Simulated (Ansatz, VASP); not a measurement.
**Two plane-wave programs on Yb**

```
Yb
1.0
     0.00000    2.74310    2.74310
     2.74310    0.00000    2.74310
     2.74310    2.74310    0.00000
Yb
1
Cartesian
  0.0000 0.0000 0.0000
```

Alike in both runs: task single point; functional PBE; k mesh 7 × 7 × 7; occupations fermi-dirac, width 0.05 eV; collinear spin; fixed moment 2 μB.

|  | VASP | Ansatz |
| --- | --- | --- |
| version | VASP 6.6.1 | Ansatz 0.2.0 |
| potentials or method | VASP PAW PBE potentials, release 64 (Yb) | Ansatz PAW |
| plane-wave cutoff (eV) | 520 | 420 |
| valence electrons in the cell | 24 | 24 |

Ansatz gave:

| Quantity | Value |
| --- | --- |
| pressure (GPa) | -2.6 |
| net moment per atom (μB) | 2.00 |
| size of the moment on the site where the two differ most (μB) | 1.28 |

Problem. What did VASP give for the same quantities?

Solution. Pressure (GPa): -2.7; net moment per atom (μB): 2.00; size of the moment on the site where the two differ most (μB): 0.89.

Site moments also hang on the region over which each program counts them. With one functional, cell and mesh, what is left measures potentials, basis and numerics.

Neither program's run includes spin-orbit coupling.
